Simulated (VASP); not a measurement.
A run of VASP 6.6.1 is set up as follows.

Contents of INCAR:

```
SYSTEM = SnSe
PREC     = Accurate       ! precision mode
ENCUT    = 520            ! plane-wave cutoff, eV
EDIFF    = 1E-7           ! SCF threshold, eV
ISMEAR   = 0              ! smearing method
SIGMA    = 0.05           ! smearing width, eV
LREAL    = .False.        ! projectors in reciprocal space
LASPH    = .True.         ! aspherical terms in the spheres
NELM     = 80             ! most SCF steps
ALGO     = Normal         ! electronic algorithm
ISIF     = 2              ! what is computed and relaxed
LWAVE    = .False.        ! write WAVECAR
LCHARG   = .False.        ! write CHGCAR
NBANDS   = 17             ! bands
```

KPOINTS

```
regular mesh
0
Gamma
  8 8 8
  0 0 0
```

The input POSCAR:

```
SnSe
1.0
    0.0000000000      3.0055807255      2.9466477701
    2.8877148147      0.0000000000      2.9466477701
    2.8877148147      3.0055807255      0.0000000000
Sn Se
1 1
Direct
    0.0000000000      0.0000000000      0.0000000000
    0.5000000000      0.5000000000      0.5000000000
```

Potentials or basis: VASP PAW LDA potentials, release 64 (Sn_d, Se).

Launch:

```sh
$ cat potpaw_LDA.64/Sn_d/POTCAR potpaw_LDA.64/Se/POTCAR > POTCAR
$ mpirun -np 1 vasp_std > vasp.out
```

(1) Estimate the band gap on the k mesh.

(2) Predict the pressure.

Answers

(1) 0.70 eV (least direct gap 0.78 eV).

(2) 0.3 GPa.

Caveat: the cell differs from its parent crystal (strain -0.0200 x Voigt [1, -1, 0, 0, 0, 0]); spin-orbit coupling is left out, which moves the levels of the heavy elements.
